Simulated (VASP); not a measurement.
# SnTe (l) (Fm-3m) in VASP: further runs, part 2 of 2

VASP 6.6.1. Earlier steps stand in the parts before.

### 3 Single point, LDA

INCAR reads:

```
SYSTEM = SnTe
ALGO     = Normal         ! electronic algorithm
EDIFF    = 1E-6           ! SCF threshold, eV
ENCUT    = 500            ! plane-wave cutoff, eV
GGA_COMPAT= .False.      
ISIF     = 2              ! what is computed and relaxed
ISMEAR   = 0              ! smearing method
LASPH    = .True.         ! aspherical terms in the spheres
LCHARG   = .True.         ! write CHGCAR
LELF     = .True.         ! ELF
LREAL    = .False.        ! projectors in reciprocal space
LVHAR    = .True.       
LWAVE    = .False.        ! write WAVECAR
NBANDS   = 17             ! bands
NELM     = 120            ! most SCF steps
PREC     = Accurate       ! precision mode
SIGMA    = 0.1            ! smearing width, eV
```

KPOINTS reads:

```
k-points
0
Gamma
  12 12 12
  0 0 0
```

POSCAR reads:

```
SnTe
1.0
    0.0000000000      3.1179263808      3.1179263808
    3.1179263808      0.0000000000      3.1179263808
    3.1179263808      3.1179263808      0.0000000000
Sn Te
1 1
Direct
    0.0000000000      0.0000000000      0.0000000000
    0.5000000000      0.5000000000      0.5000000000
```

Potentials or basis: VASP PAW LDA potentials, release 64 (Sn_d, Te).

Started as:

```bash
cat potpaw_LDA.64/Sn_d/POTCAR potpaw_LDA.64/Te/POTCAR > POTCAR
mpirun -np 1 vasp_std > vasp.out
```

OUTCAR:

```text
SYSTEM = SnTe
   EDIFF = 1E-6
   ENCUT = 500
   ISIF = 2
   ISMEAR = 0
   LASPH = .True.
   LREAL = .False.
   NELM = 120
   PREC = Accurate

 ion  position               nearest neighbor table
   1  0.000  0.000  0.000-   2 3.12   2 3.12   2 3.12   2 3.12   2 3.12   2 3.12
   2  0.500  0.500  0.500-   1 3.12   1 3.12   1 3.12   1 3.12   1 3.12   1 3.12

  LATTYP: Found a face centered cubic cell.
 ALAT       =     6.2358527616

  Lattice vectors:

 A1 = (   0.0000000000,   3.1179263808,   3.1179263808)
 A2 = (   3.1179263808,   0.0000000000,   3.1179263808)
 A3 = (   3.1179263808,   3.1179263808,   0.0000000000)

Analysis of symmetry for initial positions (statically):
=====================================================================
 Subroutine PRICEL returns:
 Original cell was already a primitive cell.

 Routine SETGRP: Setting up the symmetry group for a
 face centered cubic supercell.

 Subroutine GETGRP returns: Found 48 space group operations
 (whereof 48 operations were pure point group operations)
 out of a pool of 48 trial point group operations.

The static configuration has the point symmetry O_h .

Analysis of symmetry for dynamics (positions and initial velocities):
=====================================================================
 Subroutine PRICEL returns:
 Original cell was already a primitive cell.

 Routine SETGRP: Setting up the symmetry group for a
 face centered cubic supercell.

 Subroutine GETGRP returns: Found 48 space group operations
 (whereof 48 operations were pure point group operations)
 out of a pool of 48 trial point group operations.

The dynamic configuration has the point symmetry O_h .

 Subroutine INISYM returns: Found 48 space group operations
 (whereof 48 operations are pure point group operations),
 and found     1 'primitive' translations

----------------------------------------------------------------------------------------

                                     Primitive cell

  volume of cell :      60.6216

  direct lattice vectors                    reciprocal lattice vectors
     0.000000000  3.117926381  3.117926381    -0.160362991  0.160362991  0.160362991
     3.117926381  0.000000000  3.117926381     0.160362991 -0.160362991  0.160362991
     3.117926381  3.117926381  0.000000000     0.160362991  0.160362991 -0.160362991

  length of vectors
     4.409413774  4.409413774  4.409413774     0.277756848  0.277756848  0.277756848

  position of ions in fractional coordinates (direct lattice)
     0.000000000  0.000000000  0.000000000
     0.500000000  0.500000000  0.500000000

  ion indices of the primitive-cell ions
   primitive index   ion index
                 1           1
                 2           2

----------------------------------------------------------------------------------------

 KPOINTS: k-points

Automatic generation of k-mesh.
 Grid dimensions read from file:
 generate k-points for:   12   12   12

 Generating k-lattice:

  Cartesian coordinates                     Fractional coordinates (reciprocal lattice)
    -0.013363583  0.013363583  0.013363583     0.083333333  0.000000000  0.000000000
     0.013363583 -0.013363583  0.013363583     0.000000000  0.083333333  0.000000000
     0.013363583  0.013363583 -0.013363583     0.000000000  0.000000000  0.083333333

  Length of vectors
     0.023146404  0.023146404  0.023146404

  Shift w.r.t. Gamma in fractional coordinates (k-lattice)
     0.000000000  0.000000000  0.000000000

 Subroutine IBZKPT returns following result:
 ===========================================

 Found     72 irreducible k-points:

 Following reciprocal coordinates:
            Coordinates               Weight
  0.000000  0.000000  0.000000      1.000000
  0.083333  0.000000  0.000000      8.000000
  0.166667  0.000000  0.000000      8.000000
  0.250000  0.000000  0.000000      8.000000
  0.333333  0.000000  0.000000      8.000000
  0.416667  0.000000  0.000000      8.000000
[... 16 lines left out ...]
  0.500000  0.166667  0.000000     24.000000
 -0.416667  0.166667  0.000000     24.000000
 [... further k-points ...]
   k-points           NKPTS =     72   k-points in BZ     NKDIM =     72   number of bands    NBANDS=     17
   number of dos      NEDOS =    301   number of ions     NIONS =      2
   total plane-waves  NPLWV =  32768
   dimension x,y,z NGX =    32 NGY =   32 NGZ =   32
   dimension x,y,z NGXF=    64 NGYF=   64 NGZF=   64
   ions per type =               1   1
   NGX,Y,Z   is equivalent  to a cutoff of  12.06, 12.06, 12.06 a.u.
   NGXF,Y,Z  is equivalent  to a cutoff of  24.13, 24.13, 24.13 a.u.
 SYSTEM =  SnTe
   PREC   = accura    normal or accurate (medium, high low for compatibility)
   ISTART =      0    job   : 0-new  1-cont  2-samecut
   ICHARG =      2    charge: 1-file 2-atom 10-const
   ISPIN  =      1    spin polarized calculation?
   LNONCOLLINEAR =      F non collinear calculations
   LSORBIT =      F    spin-orbit coupling
   LASPH  =      T    aspherical Exc in radial PAW
   ENCUT  =  500.0 eV  36.75 Ry    6.06 a.u.   8.04  8.04  8.04*2*pi/ulx,y,z
   NELM   =    120;   NELMIN=  2; NELMDL= -5     # of ELM steps
   EDIFF  = 0.1E-05   stopping-criterion for ELM
   LREAL  =      F    real-space projection
   EDIFFG = 0.1E-04   stopping-criterion for IOM
   NSW    =      0    number of steps for IOM
   IBRION =     -1    ionic relax: 0-MD 1-quasi-New 2-CG
   NFREE  =      0    steps in history (QN), initial steepest desc. (CG)
   ISIF   =      2    stress and relaxation
   ISYM   =      2    0-nonsym 1-usesym 2-fastsym
   POTIM  = 0.5000    time-step for ionic-motion
   TEBEG  =    0.0;   TEEND  =   0.0 temperature during run
   PSTRESS=    0.0 pullay stress
   NELECT =      20.0000    total number of electrons
   NUPDOWN=      -1.0000    fix difference up-down
   EMIN   =  10.00;   EMAX   =-10.00  energy-range for DOS
   EFERMI =   0.00;   METHOD = LEGACY
   ISMEAR =     0;   SIGMA  =   0.10  broadening in eV -4-tet -1-fermi 0-gaus
   EFERMI_NEDOS =   21; number of points for ismear=-14 and -15
   IALGO  =     38    algorithm
   IMIX   =      4    mixing-type and parameters
     AMIX     =   0.40;   BMIX     =  1.00
     AMIX_MAG =   1.60;   BMIX_MAG =  1.00
  volume/ion in A,a.u.               =      30.31       204.55
  Fermi-wavevector in a.u.,A,eV,Ry     =   1.131208  2.137672 17.410431  1.279631
  Thomas-Fermi vector in A             =   2.267906
   LORBIT       =      0    0 simple, 1 ext, 2 COOP (PROOUT), +10 PAW based schemes
   GGA     = CA    functional components
   LHFCALC =     F    Hartree Fock is set to
   AEXX    =    0.0000 exact exchange contribution
   IVDW    =     0    specifies the selected vdW correction
   LEPSILON=     F    determine dielectric tensor
   LRPA    =     F    only Hartree local field effects (RPA)
 non-spin polarized calculation
 Gauss-broadening in eV      SIGMA  =   0.10
  energy-cutoff  :      500.00
  volume of cell :       60.62
 maximum number of plane-waves:      1572
   NGX = 17   NGY = 17   NGZ = 17

 number of electron      20.0000007 magnetization

 Free energy of the ion-electron system (eV)
  ---------------------------------------------------
  ext. energy  EPLUGINS =         0.00000000
  ---------------------------------------------------
  free energy    TOTEN  =        -8.83262739 eV

  energy without entropy =       -8.83252924  energy(sigma->0) =       -8.83257832

 E-fermi :   7.1735     XC(G=0):  -9.8772

 val. band max:        7.0710692486   @ k =   0.5000   0.0000   0.0000
 cond. band min:       7.2818476045   @ k =   0.5000   0.0000   0.0000
 fundamental gap:      0.2107783559
 Fermi energy:         7.1734778703

 k-point     1 :       0.0000    0.0000    0.0000
  band No.  band energies     occupation
      1     -14.6654      2.00000
      2     -14.6654      2.00000
      3     -14.6544      2.00000
      4     -14.6544      2.00000
      5     -14.6544      2.00000
      6      -5.9148      2.00000
[... 9 lines left out ...]
     16      11.8621      0.00000
     17      13.8203      0.00000

 k-point     2 :       0.0833    0.0000    0.0000
  band No.  band energies     occupation
      1     -14.6658      2.00000
      2     -14.6658      2.00000
      3     -14.6543      2.00000
      4     -14.6540      2.00000
      5     -14.6540      2.00000
      6      -5.8531      2.00000
[... 9 lines left out ...]
     16      12.0126      0.00000
     17      14.3745      0.00000
[... 421 lines left out ...]
 k-point    24 :      -0.4167    0.1667    0.0000
  band No.  band energies     occupation
      1     -14.6739      2.00000
      2     -14.6698      2.00000
      3     -14.6515      2.00000
      4     -14.6477      2.00000
      5     -14.6461      2.00000
      6      -4.4414      2.00000
[... 9 lines left out ...]
     16      14.9214      0.00000
     17      17.5605      0.00000

 [... further k-points ...]
[... 5 lines left out ...]
  --------------------------------------------------------------------------------------
  -------------------------------------------------------------------------------------
  Total        0.0144875      0.0144875      0.0144875      0.0000000      0.0000000      0.0000000
  in kB        0.3828929      0.3828929      0.3828929      0.0000000      0.0000000      0.0000000
  external PRESSURE =       0.3828929 kB  Pullay stress =       0.0000000 kB

 VOLUME and BASIS-vectors are now :
 -----------------------------------------------------------------------------
  energy-cutoff  :      500.00
  volume of cell :       60.62
      direct lattice vectors                 reciprocal lattice vectors
     0.000000000  3.117926381  3.117926381    -0.160362991  0.160362991  0.160362991
     3.117926381  0.000000000  3.117926381     0.160362991 -0.160362991  0.160362991
     3.117926381  3.117926381  0.000000000     0.160362991  0.160362991 -0.160362991

 POSITION                                       TOTAL-FORCE (eV/Angst)
 -----------------------------------------------------------------------------------
      0.00000      0.00000      0.00000         0.000000      0.000000      0.000000
      3.11793      3.11793      3.11793        -0.000000     -0.000000     -0.000000
 -----------------------------------------------------------------------------------
    total drift:                                0.000000     -0.000000     -0.000000

  FREE ENERGIE OF THE ION-ELECTRON SYSTEM (eV)
  ---------------------------------------------------
  free  energy   TOTEN  =        -8.8326273937 eV

  energy  without entropy=       -8.8325292404  energy(sigma->0) =       -8.83257832
```

It took 62 s on 1 thread of Intel Xeon 8259CL, shared host; peak memory 0.2 GiB.

Results:

| Quantity | Value |
| --- | --- |
| Free energy | -8.8326 eV |
| Pressure | 0.0 GPa |
| Band gap on the k mesh | 0.21 eV, direct |

Levels at points of the mesh, in eV from the valence-band top:
| k point | band 8 | band 9 | band 10 | band 11 | band 12 | band 13 |
| --- | --- | --- | --- | --- | --- | --- |
| (0.00, 0.00, 0.00) | -2.14 | -2.14 | -2.14 | 3.42 | 3.42 | 3.42 |
| (0.50, 0.00, 0.00) | -1.78 | -1.78 | 0.00 | 0.21 | 0.36 | 0.36 |
| (0.50, 0.50, 0.00) | -5.72 | -3.81 | -3.81 | 2.12 | 5.08 | 5.08 |

Caveat: spin-orbit coupling is left out, which moves the levels of the heavy elements.

### 4 Relaxation of cell and atoms, LDA

INCAR reads:

```
SYSTEM = SnTe
PREC = Accurate ; ENCUT = 500
EDIFF = 1E-7 ; ISMEAR = 0
SIGMA = 0.01 ; LREAL = .False.
LASPH = .True. ; NELM = 120
ALGO = Normal ; ISIF = 3
LWAVE = .False. ; LCHARG = .False.
GGA = CA ; IBRION = 2
NSW = 100 ; EDIFFG = -0.002
GGA_COMPAT = .False. ; NELMIN = 4
```

KPOINTS reads:

```
regular mesh
0
Gamma
  10 10 10
  0 0 0
```

POSCAR is that of step 3.

Started as:

```bash
cat potpaw_LDA.64/Sn_d/POTCAR potpaw_LDA.64/Te/POTCAR > POTCAR
mpirun -np 1 vasp_std > vasp.out
```

Wall time 50 s (1 thread of Intel Xeon 8259CL, shared host); peak memory 0.19 GiB.

It converged, with:

* Free energy: -8.8324 eV
* Relaxed volume: 30.34 Å³/atom
* Relaxed cell: a = 4.411 Å, b = 4.411 Å, c = 4.411 Å, α = 60.00°, β = 60.00°, γ = 60.00°
* Space group after relaxing (to 0.05 Å): Fm-3m (No. 225)
* Energy gained by relaxing: 0.0 meV/atom
* Ionic steps: 2
* Pressure after relaxing: 0.0 GPa
* Band gap on the k mesh: 0.21 eV, direct

Final structure:
```
CELL_PARAMETERS angstrom
0.00000 3.11903 3.11903
3.11903 0.00000 3.11903
3.11903 3.11903 0.00000
ATOMIC_POSITIONS crystal
Sn 0.00000 0.00000 0.00000
Te 0.50000 0.50000 0.50000
```

Levels at points of the mesh, in eV from the valence-band top:
| k point | band 6 | band 7 | band 8 | band 9 | band 10 | band 11 | band 12 | band 13 | band 14 |
| --- | --- | --- | --- | --- | --- | --- | --- | --- | --- |
| (0.00, 0.00, 0.00) | -12.98 | -4.60 | -2.14 | -2.14 | -2.14 | 3.42 | 3.42 | 3.42 | 4.79 |
| (0.50, 0.00, 0.00) | -11.62 | -8.48 | -1.77 | -1.77 | 0.00 | 0.21 | 0.36 | 0.36 | 7.87 |
| (0.50, 0.50, 0.00) | -11.29 | -6.51 | -5.72 | -3.81 | -3.81 | 2.12 | 5.07 | 5.07 | 6.60 |

Caveat: spin-orbit coupling is left out, which moves the levels of the heavy elements.

### 5 Relaxation of cell and atoms, LDA

This run uses another cell than the first one, of 32.33 Å³/atom, 1.067 times its volume.

INCAR reads:

```
ALGO = Normal ; EDIFF = 1E-7
EDIFFG = -0.002 ; ENCUT = 500
GGA_COMPAT = False ; IBRION = 2
ISIF = 3 ; ISMEAR = 0
LASPH = True ; LCHARG = False
LREAL = False ; LWAVE = False
NELM = 120 ; NELMIN = 4
NSW = 100 ; PREC = Accurate
SIGMA = 0.1
```

KPOINTS reads:

```
k-points
0
Gamma
  12 12 12
```

POSCAR reads:

```
SnTe
1.0
    0.0000000000      3.1858130700      3.1858130700
    3.1858130700      0.0000000000      3.1858130700
    3.1858130700      3.1858130700      0.0000000000
Sn Te
1 1
Direct
    0.0000000000      0.0000000000      0.0000000000
    0.5000000000      0.5000000000      0.5000000000
```

Potentials or basis: VASP PAW LDA potentials, release 64 (Sn_d, Te).

Started as:

```bash
cat potpaw_LDA.64/Sn_d/POTCAR potpaw_LDA.64/Te/POTCAR > POTCAR
mpirun -np 1 vasp_std > vasp.out
```

OUTCAR:

```text
EDIFF = 1E-7
   EDIFFG = -0.002
   ENCUT = 500
   IBRION = 2
   ISIF = 3
   ISMEAR = 0
   LASPH = True
   LREAL = False
   NELM = 120
   NELMIN = 4
   NSW = 100
   PREC = Accurate

 ion  position               nearest neighbor table
   1  0.000  0.000  0.000-   2 3.19   2 3.19   2 3.19   2 3.19   2 3.19   2 3.19
   2  0.500  0.500  0.500-   1 3.19   1 3.19   1 3.19   1 3.19   1 3.19   1 3.19

  LATTYP: Found a face centered cubic cell.
 ALAT       =     6.3716261400

  Lattice vectors:

 A1 = (   0.0000000000,   3.1858130700,   3.1858130700)
 A2 = (   3.1858130700,   0.0000000000,   3.1858130700)
 A3 = (   3.1858130700,   3.1858130700,   0.0000000000)

Analysis of symmetry for initial positions (statically):
=====================================================================
 Subroutine PRICEL returns:
 Original cell was already a primitive cell.

[... 269 lines left out ...]
      8       4.9199      2.00000
      9       4.9199      2.00000
     10       4.9199      2.00000
     11      10.4752      0.00000
     12      10.4752      0.00000
     13      10.4752      0.00000
     14      11.8481      0.00000
[... 377 lines left out ...]
      1     -14.6899      2.00000
      2     -14.6858      2.00000
      3     -14.6676      2.00000
      4     -14.6638      2.00000
      5     -14.6622      2.00000
      6      -4.4515      2.00000
      7      -1.1673      2.00000
      8       3.4833      2.00000
      9       4.7530      2.00000
     10       5.7072      2.00000
     11       8.2226      0.00000
     12       8.3824      0.00000
     13      10.2581      0.00000
     14      13.6434      0.00000

 [... further k-points ...]

------------------------ aborting loop because EDIFF is reached ----------------------------------------

  FORCE on cell =-STRESS in cart. coord.  units (eV):
  Direction    XX          YY          ZZ          XY          YZ          ZX
  --------------------------------------------------------------------------------------
  -------------------------------------------------------------------------------------
  Total        0.0012538      0.0012538      0.0012538      0.0000000      0.0000000      0.0000000
  in kB        0.0330950      0.0330950      0.0330950      0.0000000      0.0000000      0.0000000
  external PRESSURE =       0.0330950 kB  Pullay stress =       0.0000000 kB
[... 17 lines left out ...]
  FREE ENERGIE OF THE ION-ELECTRON SYSTEM (eV)
  ---------------------------------------------------
  free  energy   TOTEN  =        -8.8333579949 eV

  energy  without entropy=       -8.8332572265  energy(sigma->0) =       -8.83330761

 reached required accuracy - stopping structural energy minimisation
```

CONTCAR:

```text
SnTe
   1.00000000000000
    -0.0000000000000000    3.1192138182829243    3.1192138182829243
     3.1192138182829243    0.0000000000000000    3.1192138182829243
     3.1192138182829243    3.1192138182829243    0.0000000000000000
  Sn              Te
     1     1
Direct
     0.0000000000000000    0.0000000000000000    0.0000000000000000
     0.5000000000000000    0.5000000000000000    0.5000000000000000

  0.00000000E+00  0.00000000E+00  0.00000000E+00
  0.00000000E+00  0.00000000E+00  0.00000000E+00
```

It took 3.1 min on 1 thread of Intel Xeon 8259CL, shared host; peak memory 0.22 GiB.

Results:

| Property | Result |
| --- | --- |
| Free energy | -8.8334 eV |
| Relaxed volume | 30.35 Å³/atom |
| Relaxed cell | a = 4.411 Å, b = 4.411 Å, c = 4.411 Å, α = 60.00°, β = 60.00°, γ = 60.00° |
| Space group after relaxing (to 0.05 Å) | Fm-3m (No. 225) |
| Energy gained by relaxing | 18.3 meV/atom |
| Ionic steps | 3 |
| Pressure after relaxing | 0.0 GPa |
| Band gap on the k mesh | 0.21 eV, direct |

Step by step:
| step | energy change (eV) | largest force (eV/Å) | pressure (GPa) | volume (Å³) |
| --- | --- | --- | --- | --- |
| 1 | 0.0000 | 0.0000 | -2.80 | 64.67 |
| 2 | -0.0329 | 0.0000 | 1.03 | 59.52 |
| 3 | -0.0366 | 0.0000 | 0.00 | 60.70 |

Final structure:
```
Sn Te
1.0
     0.00000    3.11921    3.11921
     3.11921    0.00000    3.11921
     3.11921    3.11921    0.00000
Sn Te
1 1
Cartesian
  0.0000 0.0000 0.0000
  3.1192 3.1192 3.1192
```

Caveat: spin-orbit coupling is left out, which moves the levels of the heavy elements.

### 6 Overview

| task | cell | k mesh | smearing | gap on the mesh (eV) | pressure (GPa) | relaxed volume (Å³/atom) |
| --- | --- | --- | --- | --- | --- | --- |
| single point | a = 4.409 Å, angles 60.0°, 2 atoms | 10 × 10 × 10 | gaussian 0.01 eV | 0.21 | 0.0 | - |
| single point | a = 4.409 Å, angles 60.0°, 2 atoms | 12 × 12 × 12 | gaussian 0.1 eV | 0.21 | 0.0 | - |
| relaxation of cell and atoms | relaxed from a = 4.409 Å, angles 60.0°, 2 atoms | 10 × 10 × 10 | gaussian 0.01 eV | 0.21 | 0.0 | 30.34 |
| relaxation of cell and atoms | relaxed from a = 4.505 Å, angles 60.0°, 2 atoms | 12 × 12 × 12 | gaussian 0.1 eV | 0.21 | 0.0 | 30.35 |

Alike in all rows: level LDA; potentials or basis VASP PAW LDA potentials, release 64 (Sn_d, Te); no spin polarisation; cutoff (eV) 500.

Caveats: spin-orbit coupling is left out, which moves the levels of the heavy elements.

Total energies depend on the potentials used, so only differences within one code and one set of settings carry meaning.
